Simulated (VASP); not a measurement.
Input of a VASP 6.6.1 run:

File INCAR:

```
SYSTEM = NbCd3
PREC     = Accurate       ! precision mode
ENCUT    = 520            ! plane-wave cutoff, eV
EDIFF    = 1E-6           ! SCF threshold, eV
ISMEAR   = -1             ! smearing method
SIGMA    = 0.0239         ! smearing width, eV
LREAL    = .FALSE.        ! projectors in reciprocal space
LASPH    = .TRUE.         ! aspherical terms in the spheres
NELM     = 60             ! most SCF steps
ALGO     = Normal         ! electronic algorithm
ISIF     = 2              ! what is computed and relaxed
LWAVE    = .FALSE.        ! write WAVECAR
LCHARG   = .TRUE.         ! write CHGCAR
GGA      = PE             ! functional
LELF     = .TRUE.         ! ELF
LVHAR    = .TRUE.       
NBANDS   = 32             ! bands
```

Contents of KPOINTS:

```
Automatic mesh
0
G
  8 8 8
  0 0 0
```

The input POSCAR:

```
NbCd3
1.0
    4.2111790000      0.0000000000      0.0000000000
    0.0000000000      4.2111790000      0.0000000000
    0.0000000000      0.0000000000      4.2111790000
Cd Nb
3 1
Direct
    0.0000000000      0.5000000000      0.5000000000
    0.5000000000      0.0000000000      0.5000000000
    0.5000000000      0.5000000000      0.0000000000
    0.0000000000      0.0000000000      0.0000000000
```

Potentials or basis: VASP PAW PBE potentials, release 64 (Cd, Nb_sv).

The run is started by

```sh
$ cat potpaw_PBE.64/Cd/POTCAR potpaw_PBE.64/Nb_sv/POTCAR > POTCAR
$ mpirun -np 1 vasp_std > vasp.out
```

Problem. Predict the band gap on the k mesh.

Solution. Zero (an odd number of electrons rules out a gap without spin polarisation).

Problem. Predict the pressure.

Solution. 8.1 GPa.

Caveat: the cell stands under pressure.
